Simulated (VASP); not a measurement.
Input of a VASP 6.6.1 run:

File INCAR:

```
PREC = Accurate
ENCUT = 520
EDIFF = 1E-6
ISMEAR = -1
SIGMA = 0.02
LREAL = F
LASPH = T
NELM = 60
ALGO = Normal
ISIF = 2
LWAVE = F
LCHARG = F
GGA = PE
NBANDS = 11
```

The input KPOINTS:

```
regular mesh
0
Gamma
  12 12 12
```

POSCAR

```
BN
1.0
    0.0000000000      1.8048254650      1.7326324464
    1.8048254650      0.0000000000      1.7326324464
    1.8048254650      1.8048254650      0.0000000000
B N
1 1
Direct
    0.0000000000      0.0000000000      0.0000000000
    0.2500000000      0.2500000000      0.2500000000
```

Potentials or basis: VASP PAW PBE potentials, release 64 (B, N).

Run with:

```console
$ cat potpaw_PBE.64/B/POTCAR potpaw_PBE.64/N/POTCAR > POTCAR
$ mpirun -np 1 vasp_std > vasp.out
```

Task: Predict the pressure.

Result: 22.2 GPa.

Task: What does it give for the band gap on the k mesh?

Result: 3.77 eV, indirect (least direct gap 8.60 eV).

Stress tensor (GPa, compression positive):
```
13.99  0.00  0.00
 0.00 13.99  0.00
 0.00  0.00 38.62
```

Caveat: the cell differs from its parent crystal (uniaxial z strain -4.0%). A k mesh can miss the band edges.
